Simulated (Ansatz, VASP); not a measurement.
## One calculation of Os, two programs

```
Os
1.0
     2.70648    0.00000    0.00000
    -1.35324    2.34388    0.00000
     0.00000    0.00000    4.27606
Os
2
Direct
  0.33333 0.66667 0.25000
  0.66667 0.33333 0.75000
```

Change from the starting cell: volume scaled by 0.97, PAW files.

Alike in both runs: task electric field gradients; functional PBE; k mesh 17 × 17 × 10; occupations fermi-dirac, width 0.08 eV; no spin polarisation.

|  | VASP | Ansatz |
| --- | --- | --- |
| version | VASP 6.6.1 | Ansatz 0.2.0 |
| potentials or method | VASP PAW PBE potentials, release 64 (Os) | PAW with Ansatz's default frozen-core files, scalar-relativistic |
| plane-wave cutoff (eV) | 520 | 420 |
| valence electrons in the cell | 16 | 32 |

|  | VASP | Ansatz | Ansatz less VASP |
| --- | --- | --- | --- |
| pressure (GPa) | 23.5 | 23.1 | -0.35 |
| traceless stress, the component that is largest in VASP (GPa) | 0.45 | 0.55 | +0.097 |
| size of Vzz on the site where it differs most (V/Å²) | 83.8 | 63.4 | -20.37 |

The functional is the same, so the differences come from potentials, cutoffs and numerics. VASP's potentials hold 16 valence electrons a cell and Ansatz's 32, so a difference there can come from the potentials and not from the codes.

Spin-orbit coupling is off throughout.
